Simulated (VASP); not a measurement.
# MgO (I4mm) in VASP: a series of runs

MgO is run at these levels: LDA; tasks: single point.

All numbers are computed with VASP 6.6.1; they aren't measurements. Logs are shortened: lines on timing, memory, paths and dates and some standing lists are left out, and cuts for length are marked.

**1. The cell of the first run**

The structure is tetragonal, space group I4mm (No. 107). Conventional cell: a = 3.020 Å, b = 3.020 Å, c = 4.270 Å, α = 90.00°, β = 90.00°, γ = 90.00°. Mg (site symmetry 4mm) has 6 O at 2.06 to 2.21 Å within 2.7 Å. O (site symmetry 4mm) has 6 Mg at 2.06 to 2.21 Å within 2.7 Å.

**2. Single point, LDA**

File INCAR:

```
SYSTEM = MgO
PREC     = Accurate       ! precision mode
ENCUT    = 600            ! plane-wave cutoff, eV
EDIFF    = 1E-6           ! SCF threshold, eV
ISMEAR   = 0              ! smearing method
SIGMA    = 0.05           ! smearing width, eV
LREAL    = .FALSE.        ! projectors in reciprocal space
LASPH    = .TRUE.         ! aspherical terms in the spheres
NELM     = 120            ! most SCF steps
ALGO     = Normal         ! electronic algorithm
ISIF     = 2              ! what is computed and relaxed
LWAVE    = .FALSE.        ! write WAVECAR
LCHARG   = .FALSE.        ! write CHGCAR
NBANDS   = 11             ! bands
GGA_COMPAT= .FALSE.
```

File KPOINTS:

```
regular mesh
0
G
  6 6 6
  0 0 0
```

File POSCAR:

```
MgO
1.0
    0.0000000000      2.1351500000      2.1351500000
    2.1351500000      0.0000000000      2.1351500000
    2.1351500000      2.1351500000      0.0000000000
Mg O
1 1
Direct
   -0.0175631689     -0.0175631689      0.0175631689
    0.5000000000      0.5000000000      0.5000000000
```

Potentials or basis: VASP PAW LDA potentials, release 64 (Mg, O).

Run with:

```bash
$ cat potpaw_LDA.64/Mg/POTCAR potpaw_LDA.64/O/POTCAR > POTCAR
$ mpirun -np 1 vasp_std > vasp.out
```

OUTCAR:

```text
SYSTEM = MgO
   PREC = Accurate
   ENCUT = 600
   EDIFF = 1E-6
   ISMEAR = 0
   LREAL = .FALSE.
   LASPH = .TRUE.
   NELM = 120
   ISIF = 2

 ion  position               nearest neighbor table
   1  0.982  0.982  0.018-   2 2.06   2 2.14   2 2.14   2 2.14   2 2.14   2 2.21
   2  0.500  0.500  0.500-   1 2.06   1 2.14   1 2.14   1 2.14   1 2.14   1 2.21

  LATTYP: Found a face centered cubic cell.
 ALAT       =     4.2703000000

  Lattice vectors:

 A1 = (   0.0000000000,   2.1351500000,   2.1351500000)
 A2 = (   2.1351500000,   0.0000000000,   2.1351500000)
 A3 = (   2.1351500000,   2.1351500000,   0.0000000000)

Analysis of symmetry for initial positions (statically):
=====================================================================
 Subroutine PRICEL returns:
 Original cell was already a primitive cell.

 Routine SETGRP: Setting up the symmetry group for a
 face centered cubic supercell.

 Subroutine GETGRP returns: Found  8 space group operations
 (whereof  8 operations were pure point group operations)
 out of a pool of 48 trial point group operations.

The static configuration has the point symmetry C_4v.

Analysis of symmetry for dynamics (positions and initial velocities):
=====================================================================
 Subroutine PRICEL returns:
 Original cell was already a primitive cell.

 Routine SETGRP: Setting up the symmetry group for a
 face centered cubic supercell.

 Subroutine GETGRP returns: Found  8 space group operations
 (whereof  8 operations were pure point group operations)
 out of a pool of 48 trial point group operations.

The dynamic configuration has the point symmetry C_4v.

 Subroutine INISYM returns: Found  8 space group operations
 (whereof  8 operations are pure point group operations),
 and found     1 'primitive' translations

----------------------------------------------------------------------------------------

                                     Primitive cell

  volume of cell :      19.4677

  direct lattice vectors                    reciprocal lattice vectors
     0.000000000  2.135150000  2.135150000    -0.234175585  0.234175585  0.234175585
     2.135150000  0.000000000  2.135150000     0.234175585 -0.234175585  0.234175585
     2.135150000  2.135150000  0.000000000     0.234175585  0.234175585 -0.234175585

  length of vectors
     3.019558088  3.019558088  3.019558088     0.405604011  0.405604011  0.405604011

  position of ions in fractional coordinates (direct lattice)
     0.982436831  0.982436831  0.017563169
     0.500000000  0.500000000  0.500000000

  ion indices of the primitive-cell ions
   primitive index   ion index
                 1           1
                 2           2

----------------------------------------------------------------------------------------

 KPOINTS: regular mesh

Automatic generation of k-mesh.
 Grid dimensions read from file:
 generate k-points for:    6    6    6

 Generating k-lattice:

  Cartesian coordinates                     Fractional coordinates (reciprocal lattice)
    -0.039029264  0.039029264  0.039029264     0.166666667  0.000000000  0.000000000
     0.039029264 -0.039029264  0.039029264     0.000000000  0.166666667  0.000000000
     0.039029264  0.039029264 -0.039029264     0.000000000  0.000000000  0.166666667

  Length of vectors
     0.067600668  0.067600668  0.067600668

  Shift w.r.t. Gamma in fractional coordinates (k-lattice)
     0.000000000  0.000000000  0.000000000

 Subroutine IBZKPT returns following result:
 ===========================================

 Found     30 irreducible k-points:

 Following reciprocal coordinates:
            Coordinates               Weight
  0.000000  0.000000  0.000000      1.000000
  0.166667  0.000000  0.000000      8.000000
  0.333333  0.000000  0.000000      8.000000
  0.500000  0.000000  0.000000      4.000000
  0.166667  0.166667  0.000000      2.000000
  0.000000  0.166667  0.166667      4.000000
[... 16 lines left out ...]
  0.500000  0.333333  0.166667      8.000000
  0.166667  0.500000  0.333333      8.000000
 [... further k-points ...]
   k-points           NKPTS =     30   k-points in BZ     NKDIM =     30   number of bands    NBANDS=     11
   number of dos      NEDOS =    301   number of ions     NIONS =      2
   total plane-waves  NPLWV =  13824
   dimension x,y,z NGX =    24 NGY =   24 NGZ =   24
   dimension x,y,z NGXF=    48 NGYF=   48 NGZF=   48
   ions per type =               1   1
   NGX,Y,Z   is equivalent  to a cutoff of  13.21, 13.21, 13.21 a.u.
   NGXF,Y,Z  is equivalent  to a cutoff of  26.43, 26.43, 26.43 a.u.
 SYSTEM =  MgO
   PREC   = accura    normal or accurate (medium, high low for compatibility)
   ISTART =      0    job   : 0-new  1-cont  2-samecut
   ICHARG =      2    charge: 1-file 2-atom 10-const
   ISPIN  =      1    spin polarized calculation?
   LNONCOLLINEAR =      F non collinear calculations
   LSORBIT =      F    spin-orbit coupling
   LASPH  =      T    aspherical Exc in radial PAW
   ENCUT  =  600.0 eV  44.10 Ry    6.64 a.u.   6.03  6.03  6.03*2*pi/ulx,y,z
   NELM   =    120;   NELMIN=  2; NELMDL= -5     # of ELM steps
   EDIFF  = 0.1E-05   stopping-criterion for ELM
   LREAL  =      F    real-space projection
   EDIFFG = 0.1E-04   stopping-criterion for IOM
   NSW    =      0    number of steps for IOM
   IBRION =     -1    ionic relax: 0-MD 1-quasi-New 2-CG
   NFREE  =      0    steps in history (QN), initial steepest desc. (CG)
   ISIF   =      2    stress and relaxation
   ISYM   =      2    0-nonsym 1-usesym 2-fastsym
   POTIM  = 0.5000    time-step for ionic-motion
   TEBEG  =    0.0;   TEEND  =   0.0 temperature during run
   PSTRESS=    0.0 pullay stress
   NELECT =       8.0000    total number of electrons
   NUPDOWN=      -1.0000    fix difference up-down
   EMIN   =  10.00;   EMAX   =-10.00  energy-range for DOS
   EFERMI =   0.00;   METHOD = LEGACY
   ISMEAR =     0;   SIGMA  =   0.05  broadening in eV -4-tet -1-fermi 0-gaus
   EFERMI_NEDOS =   21; number of points for ismear=-14 and -15
   IALGO  =     38    algorithm
   IMIX   =      4    mixing-type and parameters
     AMIX     =   0.40;   BMIX     =  1.00
     AMIX_MAG =   1.60;   BMIX_MAG =  1.00
  volume/ion in A,a.u.               =       9.73        65.69
  Fermi-wavevector in a.u.,A,eV,Ry     =   1.217119  2.300022 20.155386  1.481379
  Thomas-Fermi vector in A             =   2.352450
   LORBIT       =      0    0 simple, 1 ext, 2 COOP (PROOUT), +10 PAW based schemes
   GGA     = CA    functional components
   LHFCALC =     F    Hartree Fock is set to
   AEXX    =    0.0000 exact exchange contribution
   IVDW    =     0    specifies the selected vdW correction
   LEPSILON=     F    determine dielectric tensor
   LRPA    =     F    only Hartree local field effects (RPA)
 non-spin polarized calculation
 Gauss-broadening in eV      SIGMA  =   0.05
  energy-cutoff  :      600.00
  volume of cell :       19.47
 maximum number of plane-waves:       656
   NGX = 13   NGY = 13   NGZ = 13

 number of electron       8.0000002 magnetization

 Free energy of the ion-electron system (eV)
  ---------------------------------------------------
  ext. energy  EPLUGINS =         0.00000000
  ---------------------------------------------------
  free energy    TOTEN  =       -13.36464161 eV

  energy without entropy =      -13.36464161  energy(sigma->0) =      -13.36464161

 E-fermi :   2.7863     XC(G=0): -11.3922

 val. band max:        2.5682739709   @ k =   0.0000   0.0000   0.0000
 cond. band min:       6.8336499301   @ k =   0.0000   0.0000   0.0000
 fundamental gap:      4.2653759592
 Fermi energy:         2.7862926583

 k-point     1 :       0.0000    0.0000    0.0000
  band No.  band energies     occupation
      1     -14.2204      2.00000
      2       2.5602      2.00000
      3       2.5683      2.00000
      4       2.5683      2.00000
      5       6.8336      0.00000
      6      17.8850      0.00000
      7      17.8958      0.00000
      8      17.8958      0.00000
      9      21.7812      0.00000
     10      23.3907      0.00000
     11      23.4006      0.00000

 k-point     2 :       0.1667    0.0000    0.0000
  band No.  band energies     occupation
      1     -13.9463      2.00000
      2       1.0692      2.00000
      3       2.4010      2.00000
      4       2.4042      2.00000
      5       8.2478      0.00000
      6      15.5900      0.00000
      7      18.4034      0.00000
      8      18.4097      0.00000
      9      21.9976      0.00000
     10      22.0224      0.00000
     11      23.9532      0.00000

 k-point     3 :       0.3333    0.0000    0.0000
  band No.  band energies     occupation
      1     -13.3296      2.00000
      2      -1.0299      2.00000
      3       2.0938      2.00000
      4       2.0971      2.00000
      5       9.7802      0.00000
      6      14.3274      0.00000
      7      18.4571      0.00000
      8      18.4636      0.00000
      9      22.7071      0.00000
     10      22.7221      0.00000
     11      23.0608      0.00000

 k-point     4 :       0.5000    0.0000    0.0000
  band No.  band energies     occupation
      1     -12.9753      2.00000
      2      -1.9465      2.00000
      3       1.9496      2.00000
      4       1.9529      2.00000
      5      10.0533      0.00000
      6      14.4870      0.00000
      7      18.1521      0.00000
      8      18.1752      0.00000
      9      22.5171      0.00000
     10      24.2462      0.00000
     11      24.2634      0.00000

 k-point     5 :       0.1667    0.1667    0.0000
  band No.  band energies     occupation
      1     -13.8618      2.00000
      2       0.9971      2.00000
      3       2.1924      2.00000
      4       2.1924      2.00000
      5       8.7073      0.00000
      6      14.9109      0.00000
      7      18.6434      0.00000
      8      18.6434      0.00000
      9      19.4484      0.00000
     10      24.2157      0.00000
     11      26.5781      0.00000
[... 211 lines left out ...]
 k-point    21 :       0.5000    0.5000    0.0000
  band No.  band energies     occupation
      1     -12.7190      2.00000
      2      -1.4057      2.00000
      3       1.2570      2.00000
      4       1.2570      2.00000
      5      11.4234      0.00000
      6      11.8031      0.00000
      7      15.0462      0.00000
      8      20.6000      0.00000
      9      20.6000      0.00000
     10      26.9678      0.00000
     11      28.5856      0.00000

 k-point    22 :       0.0000    0.5000    0.5000
  band No.  band energies     occupation
      1     -12.7179      2.00000
      2      -1.4113      2.00000
      3       1.2518      2.00000
      4       1.2548      2.00000
      5      11.4374      0.00000
      6      11.8117      0.00000
      7      15.0422      0.00000
      8      20.5853      0.00000
      9      20.6347      0.00000
     10      26.8781      0.00000
     11      28.6554      0.00000

 k-point    23 :       0.5000    0.3333    0.1667
  band No.  band energies     occupation
      1     -12.9669      2.00000
      2      -0.8894      2.00000
      3       0.7693      2.00000
      4       1.5876      2.00000
      5      11.9800      0.00000
      6      13.2532      0.00000
      7      15.3976      0.00000
      8      18.9504      0.00000
      9      21.2745      0.00000
     10      24.6439      0.00000
     11      29.3164      0.00000

 k-point    24 :       0.1667    0.5000    0.3333
  band No.  band energies     occupation
      1     -12.9664      2.00000
      2      -0.8918      2.00000
      3       0.7671      2.00000
      4       1.5856      2.00000
      5      11.9986      0.00000
      6      13.2620      0.00000
      7      15.3523      0.00000
      8      19.0042      0.00000
      9      21.2602      0.00000
     10      24.6399      0.00000
     11      29.3353      0.00000

 [... further k-points ...]
[... 5 lines left out ...]
  --------------------------------------------------------------------------------------
  -------------------------------------------------------------------------------------
  Total       -1.6421756     -1.6421756     -1.4408369      0.0000000     -0.0000000      0.0000000
  in kB     -135.1496794   -135.1496794   -118.5796674      0.0000000     -0.0000000      0.0000000
  external PRESSURE =    -129.6263420 kB  Pullay stress =       0.0000000 kB

 VOLUME and BASIS-vectors are now :
 -----------------------------------------------------------------------------
  energy-cutoff  :      600.00
  volume of cell :       19.47
      direct lattice vectors                 reciprocal lattice vectors
     0.000000000  2.135150000  2.135150000    -0.234175585  0.234175585  0.234175585
     2.135150000  0.000000000  2.135150000     0.234175585 -0.234175585  0.234175585
     2.135150000  2.135150000  0.000000000     0.234175585  0.234175585 -0.234175585

 POSITION                                       TOTAL-FORCE (eV/Angst)
 -----------------------------------------------------------------------------------
      2.13515      2.13515      4.19530         0.000000      0.000000      0.318596
      2.13515      2.13515      2.13515         0.000000      0.000000     -0.318596
 -----------------------------------------------------------------------------------
    total drift:                                0.000000      0.000000     -0.000500

  FREE ENERGIE OF THE ION-ELECTRON SYSTEM (eV)
  ---------------------------------------------------
  free  energy   TOTEN  =       -13.3646416097 eV

  energy  without entropy=      -13.3646416097  energy(sigma->0) =      -13.36464161
```

Wall time 9.3 s (1 thread of AMD EPYC 7R13 (Zen 3), shared host); peak memory 0.1 GiB.

What came out:

- Free energy: -13.3646 eV
- Pressure: -13.0 GPa
- Largest force: 0.319 eV/Å
- Band gap on the k mesh: 4.27 eV, direct

Forces in eV/Å, atoms in the order of the input:
```
Mg   0.000  0.000  0.319
O    0.000  0.000 -0.319
```

Stress tensor (GPa, compression positive):
```
-13.51   0.00   0.00
  0.00 -13.51   0.00
  0.00   0.00 -11.86
```

Levels at points of the mesh, in eV from the valence-band top:
```tsv
k point	band 2	band 3	band 4	band 5	band 6	band 7
(0.00, 0.00, 0.00)	-0.01	0.00	0.00	4.27	15.32	15.33
(0.50, 0.00, 0.00)	-4.51	-0.62	-0.62	7.49	11.92	15.58
(0.50, 0.50, 0.00)	-3.97	-1.31	-1.31	8.86	9.23	12.48
(0.00, 0.50, 0.50)	-3.98	-1.32	-1.31	8.87	9.24	12.47
```

Caveat: the k points lie up to 0.42 Å⁻¹ apart; the cell differs from its parent crystal (all Mg atoms moved +0.075 Å, as atom 1 towards its neighbour atom 2 (O) at 2.135 Å).

**3. Single point, LDA**

File INCAR:

```
SYSTEM = MgO
  ALGO = Normal
  EDIFF = 1E-6
  ENCUT = 600
  GGA = CA
  GGA_COMPAT = .FALSE.
  ISIF = 2
  ISMEAR = 0
  LASPH = .TRUE.
  LCHARG = .FALSE.
  LREAL = .FALSE.
  LWAVE = .FALSE.
  NBANDS = 11
  NELM = 120
  PREC = Accurate
  SIGMA = 0.05
```

File KPOINTS:

```
k-points
0
G
  6 6 6
  0 0 0
```

Edit POSCAR of step 2 so:

```diff
@@ -8,3 +8,3 @@
 Direct
-   -0.0175631689     -0.0175631689      0.0175631689
+   -0.0263447533     -0.0263447533      0.0263447533
     0.5000000000      0.5000000000      0.5000000000
```

Potentials or basis: VASP PAW LDA potentials, release 64 (Mg, O).

Run with:

```bash
$ cat potpaw_LDA.64/Mg/POTCAR potpaw_LDA.64/O/POTCAR > POTCAR
$ mpirun -np 1 vasp_std > vasp.out
```

Run time: 9.2 s. Hardware: 1 thread of AMD EPYC 7R13 (Zen 3), shared host; peak memory 0.1 GiB.

Results (log left out):

```yaml
Free_energy: -13.3493 eV
Pressure: -12.4 GPa
Largest_force: 0.505 eV/Å
Band_gap_on_the_k_mesh: 4.26 eV, direct
```

Forces on the atoms (eV/Å):
```
Mg   0.000  0.000  0.505
O    0.000  0.000 -0.505
```

Stress tensor (GPa, compression positive):
```
-13.66   0.00   0.00
  0.00 -13.66   0.00
  0.00   0.00  -9.90
```

Levels at points of the mesh, in eV from the valence-band top:
```tsv
k point	band 1	band 2	band 3	band 4	band 5	band 6	band 7	band 8	band 9
(0.00, 0.00, 0.00)	-16.79	-0.02	0.00	0.00	4.26	15.33	15.36	15.36	19.20
(0.50, 0.00, 0.00)	-15.54	-4.51	-0.62	-0.61	7.49	11.89	15.58	15.63	19.93
(0.50, 0.50, 0.00)	-15.29	-3.96	-1.31	-1.31	8.86	9.20	12.49	18.04	18.04
(0.00, 0.50, 0.50)	-15.29	-3.97	-1.32	-1.31	8.89	9.21	12.48	18.01	18.12
```

Caveat: the k points lie up to 0.42 Å⁻¹ apart; the cell differs from its parent crystal (all Mg atoms moved +0.113 Å, as atom 1 towards its neighbour atom 2 (O) at 2.135 Å).

**4. Single point, LDA**

File INCAR:

```
SYSTEM = MgO
PREC = Accurate
ENCUT = 600
EDIFF = 1E-6
ISMEAR = 0
SIGMA = 0.05
LREAL = .FALSE.
LASPH = .TRUE.
NELM = 120
ALGO = Normal
ISIF = 2
LWAVE = .FALSE.
LCHARG = .FALSE.
NBANDS = 11
GGA_COMPAT = .FALSE.
```

File KPOINTS:

```
Automatic mesh
0
G
  6 6 6
  0 0 0
```

Edit POSCAR of step 3 so:

```diff
@@ -8,3 +8,3 @@
 Direct
-   -0.0263447533     -0.0263447533      0.0263447533
+   -0.0087815844     -0.0087815844      0.0087815844
     0.5000000000      0.5000000000      0.5000000000
```

Run with:

```bash
$ cat potpaw_LDA.64/Mg/POTCAR potpaw_LDA.64/O/POTCAR > POTCAR
$ mpirun -np 1 vasp_std > vasp.out
```

Wall time 9.2 s (1 thread of AMD EPYC 7R13 (Zen 3), shared host); peak memory 0.1 GiB.

The run converged. Its results:

* Free energy: -13.3735 eV
* Pressure: -13.4 GPa
* Largest force: 0.154 eV/Å
* Band gap on the k mesh: 4.27 eV, direct

Forces in eV/Å, atoms in the order of the input:
```
Mg   0.000  0.000  0.154
O    0.000  0.000 -0.154
```

Stress tensor (GPa, compression positive):
```
-13.49   0.00   0.00
  0.00 -13.49   0.00
  0.00   0.00 -13.08
```

Levels at points of the mesh, in eV from the valence-band top:
```
           k point  band 2  band 3  band 4  band 5  band 6  band 7
(0.00, 0.00, 0.00)    0.00    0.00    0.00    4.27   15.31   15.31
(0.50, 0.00, 0.00)   -4.52   -0.62   -0.62    7.48   11.94   15.58
(0.50, 0.50, 0.00)   -3.98   -1.31   -1.31    8.85    9.26   12.47
(0.00, 0.50, 0.50)   -3.98   -1.32   -1.31    8.85    9.26   12.47
```

Caveat: the k points lie up to 0.42 Å⁻¹ apart; the cell differs from its parent crystal (all Mg atoms moved +0.037 Å, as atom 1 towards its neighbour atom 2 (O) at 2.135 Å).
